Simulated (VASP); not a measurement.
Wanted: the native input for a VASP 6.6.1 run.

* Task: single point
* Functional: PBEsol
* Potentials or basis: VASP PAW PBE potentials, release 64 (Ca_sv, O)
* Cutoff: 600 eV
* k mesh: 10 × 10 × 10
* Occupations: gaussian, width 0.02 eV
* Spin: no spin polarisation
* Dipole correction: no
* Further INCAR settings: ALGO = Normal; EDIFF = 1e-06; NBANDS = 15

The structure of CaO lies in POSCAR:

```
CaO
1.0
    0.0000000000      2.2322311871      2.2322311871
    2.2322311871      0.0000000000      2.2322311871
    2.2322311871      2.2322311871      0.0000000000
Ca O
1 1
Direct
    0.0000000000      0.0000000000      0.0000000000
    0.5000000000      0.5000000000      0.5000000000
```

The input as run:

INCAR

```
PREC = Accurate
ENCUT = 600
EDIFF = 1E-6
ISMEAR = 0
SIGMA = 0.02
LREAL = False
LASPH = True
NELM = 120
ALGO = Normal
ISIF = 2
LWAVE = False
LCHARG = False
GGA = PS
NBANDS = 15
GGA_COMPAT = False
```

KPOINTS

```
Automatic mesh
0
Gamma
  10 10 10
```

Potentials or basis: VASP PAW PBE potentials, release 64 (Ca_sv, O).

Run with:

```bash
$ cat potpaw_PBE.64/Ca_sv/POTCAR potpaw_PBE.64/O/POTCAR > POTCAR
$ mpirun -np 1 vasp_std > vasp.out
```

Results of the run:

- Pressure: 36.4 GPa
- Band gap on the k mesh: 3.30 eV (least direct gap 3.57 eV)

Caveat: the cell stands under pressure; the PAW data sets were made with another functional, which shifts forces and pressure a little.

Run time: 16 s on 1 thread of Intel(R) Xeon(R) Platinum 8259CL CPU @ 2.50GHz (Skylake/Cascade Lake) (shared host), peak memory 0.17 GiB.
